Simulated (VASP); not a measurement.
# Co (P6/mmm) in VASP: further runs, part 2 of 2

VASP 6.6.1. The steps go on from the part before.

### 5 Single point, PBE, collinear spin, ferromagnetic start

This run uses another cell than the first one, of 11.05 Å³/atom, 1.062 times its volume.

The input, INCAR:

```
SYSTEM = Co
PREC     = Accurate       ! precision mode
ENCUT    = 520            ! plane-wave cutoff, eV
EDIFF    = 1E-7           ! SCF threshold, eV
ISMEAR   = 0              ! smearing method
SIGMA    = 0.1            ! smearing width, eV
LREAL    = .FALSE.        ! projectors in reciprocal space
LASPH    = .TRUE.         ! aspherical terms in the spheres
NELM     = 150            ! most SCF steps
ALGO     = Normal         ! electronic algorithm
ISIF     = 2              ! what is computed and relaxed
LWAVE    = .FALSE.        ! write WAVECAR
LCHARG   = .FALSE.        ! write CHGCAR
ISPIN    = 2              ! spin polarisation
MAGMOM   = 1.92 1.92 1.92 ! initial moments
LORBIT   = 11             ! projections on sites
LMAXMIX  = 4              ! l up to which the mixer works
GGA      = PE             ! functional
NBANDS   = 24             ! bands
```

The input, KPOINTS:

```
regular mesh
0
G
  15 15 18
  0 0 0
```

The input, POSCAR:

```
Co
1.0
    3.9624070862      0.0000000000      0.0000000000
   -1.9812035431      3.4315451968      0.0000000000
    0.0000000000      0.0000000000      2.4375671401
Co
3
Direct
    0.3333333333      0.6666666667      0.5000000000
    0.0000000000      0.0000000000      0.0000000000
    0.6666666667      0.3333333333      0.5000000000
```

Potentials or basis: VASP PAW PBE potentials, release 64 (Co).

On the command line:

```sh
> cat potpaw_PBE.64/Co/POTCAR > POTCAR
> mpirun -np 1 vasp_std > vasp.out
```

OUTCAR:

```text
SYSTEM = Co
   PREC = Accurate
   ENCUT = 520
   EDIFF = 1E-7
   ISMEAR = 0
   LREAL = .FALSE.
   LASPH = .TRUE.
   NELM = 150
   ISIF = 2
   ISPIN = 2
   LORBIT = 11
   GGA = PE

 ion  position               nearest neighbor table
   1  0.333  0.667  0.500-   3 2.29   3 2.29   3 2.29   2 2.59   2 2.59   2 2.59   2 2.59   2 2.59
                             2 2.59
   2  0.000  0.000  0.000-   1 2.59   3 2.59   1 2.59   3 2.59   3 2.59   3 2.59   1 2.59   1 2.59
                             3 2.59   3 2.59   1 2.59   1 2.59
   3  0.667  0.333  0.500-   1 2.29   1 2.29   1 2.29   2 2.59   2 2.59   2 2.59   2 2.59   2 2.59
                             2 2.59

  LATTYP: Found a hexagonal cell.
 ALAT       =     3.9624070862
 C/A-ratio  =     0.6151733245

  Lattice vectors:

 A1 = (   3.9624070862,   0.0000000000,   0.0000000000)
 A2 = (  -1.9812035431,   3.4315451968,   0.0000000000)
 A3 = (   0.0000000000,   0.0000000000,   2.4375671401)

Analysis of symmetry for initial positions (statically):
[... 1498 lines left out ...]

 [... further k-points ...]

------------------------ aborting loop because EDIFF is reached ----------------------------------------

  FORCE on cell =-STRESS in cart. coord.  units (eV):
  Direction    XX          YY          ZZ          XY          YZ          ZX
  --------------------------------------------------------------------------------------
  -------------------------------------------------------------------------------------
  Total       -0.1536615     -0.1536615     -0.1366763      0.0000000      0.0000000      0.0000000
  in kB       -7.4279734     -7.4279734     -6.6069107      0.0000000      0.0000000      0.0000000
  external PRESSURE =      -7.1542859 kB  Pullay stress =       0.0000000 kB

 VOLUME and BASIS-vectors are now :
 -----------------------------------------------------------------------------
  energy-cutoff  :      520.00
  volume of cell :       33.14
      direct lattice vectors                 reciprocal lattice vectors
     3.962407086  0.000000000  0.000000000     0.252371848  0.145706955  0.000000000
    -1.981203543  3.431545197  0.000000000     0.000000000  0.291413909  0.000000000
     0.000000000  0.000000000  2.437567140     0.000000000  0.000000000  0.410245110

 POSITION                                       TOTAL-FORCE (eV/Angst)
 -----------------------------------------------------------------------------------
     -0.00000      2.28770      1.21878         0.000000     -0.000000      0.000000
      0.00000      0.00000      0.00000        -0.000000     -0.000000      0.000000
      1.98120      1.14385      1.21878        -0.000000      0.000000     -0.000000
 -----------------------------------------------------------------------------------
    total drift:                               -0.000000      0.000000      0.000000

  FREE ENERGIE OF THE ION-ELECTRON SYSTEM (eV)
  ---------------------------------------------------
  free  energy   TOTEN  =       -20.8727877637 eV

  energy  without entropy=      -20.8624360519  energy(sigma->0) =      -20.86761191

 total charge

# of ion       s       p       d       tot
------------------------------------------
    1        0.497   0.518   7.273   8.288
    2        0.462   0.489   7.245   8.196
    3        0.497   0.518   7.273   8.288
--------------------------------------------------
tot          1.456   1.526  21.790  24.773

 magnetization (x)

# of ion       s       p       d       tot
------------------------------------------
    1       -0.011  -0.048   1.740   1.681
    2       -0.009  -0.053   1.675   1.613
    3       -0.011  -0.048   1.740   1.681
--------------------------------------------------
tot         -0.030  -0.149   5.154   4.975
```

It took 3.7 min on 1 thread of Intel Xeon 6975P-C (Granite Rapids), shared host; peak memory 0.38 GiB.

Results:

| Property | Result |
| --- | --- |
| Free energy | -20.8728 eV |
| Pressure | -0.7 GPa |
| Net moment | 4.91 μB per cell |
| Site moments | Co +1.68, +1.61 μB |
| Valence electrons inside the program's atomic spheres | Co 8.29, 8.20 |

Levels at points of the mesh, in eV from the Fermi level:
Spin up:
```tsv
k point	band 12	band 13	band 14	band 15	band 16	band 17	band 18	band 19	band 20	band 21
(0.00, 0.00, 0.00)	-2.13	-1.91	-1.91	-0.77	-0.77	6.31	6.31	6.31	6.31	8.86
(0.00, 0.00, 0.50)	-1.12	-0.82	-0.82	-0.24	0.80	1.63	9.81	10.33	10.33	11.33
```
Spin down:
```csv
k point,band 8,band 9,band 10,band 11,band 12,band 13,band 14,band 15
"(0.00, 0.00, 0.00)",-1.27,-0.71,-0.71,-0.12,-0.12,-0.11,-0.11,1.28
"(0.00, 0.00, 0.50)",-0.94,-0.71,-0.71,0.81,0.81,1.02,1.02,1.44
```

### 6 The runs side by side

```csv
task,cell,k mesh,cutoff (eV),gap on the mesh (eV),pressure (GPa),moment (μB)
single point,"a = 3.483, b = 3.483, c = 2.969 Å, angles 90.0, 90.0, 120.0°, 3 atoms",6 × 6 × 6,520,none,39.3,4.69
single point,"a = 3.966, b = 3.966, c = 2.438 Å, angles 90.0, 90.0, 120.0°, 3 atoms",6 × 6 × 6,520,none,-0.8,5.01
relaxation of cell and atoms,"relaxed from a = 3.483, b = 3.483, c = 2.969 Å, angles 90.0, 90.0, 120.0°, 3 atoms",6 × 6 × 6,600,none,0.0,5.01
single point,"a = 3.962, b = 3.962, c = 2.438 Å, angles 90.0, 90.0, 120.0°, 3 atoms",15 × 15 × 18,520,none,-0.7,4.91
```

Alike in all rows: level PBE; potentials or basis VASP PAW PBE potentials, release 64 (Co); spin collinear, ferromagnetic start; smearing gaussian 0.1 eV.

Caveats: some runs use coarse meshes.

Total energies depend on the potentials used, so only differences within one code and one set of settings carry meaning.
